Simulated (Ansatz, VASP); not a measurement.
# BaF2: VASP beside Ansatz

```
Ba F
1.0
     0.00000    3.12355    3.12355
     3.12355    0.00000    3.12355
     3.12355    3.12355    0.00000
Ba F
1 2
Direct
  0.00000 0.00000 0.00000
  0.25000 0.25000 0.25000
  0.75000 0.75000 0.75000
```

Alike in both runs: functional PBE; k mesh 6 × 6 × 6; occupations gaussian, width 0.02 eV; no spin polarisation.

Ansatz relaxed the structure, and its values are those at the end. VASP's run is a single point on that final structure, the one shown.

|  | VASP | Ansatz |
| --- | --- | --- |
| version | VASP 6.6.1 | Ansatz 0.2.0 |
| potentials or method | VASP PAW PBE potentials, release 64 (Ba_sv, F), cutoff 600 eV | scalar-relativistic, all-electron LAPW |

VASP gave:

* gap on the k mesh at the Fermi level (eV): 6.67
* least direct gap on the mesh (eV): 6.73
* pressure (GPa): 0.9

Task: What did Ansatz give for the same quantities?

Result: gap on the k mesh at the Fermi level (eV): 6.74; least direct gap on the mesh (eV): 6.81; pressure (GPa): 0.0.

Ansatz ran all-electron here, and VASP with PAW potentials.

Neither program's run includes spin-orbit coupling.
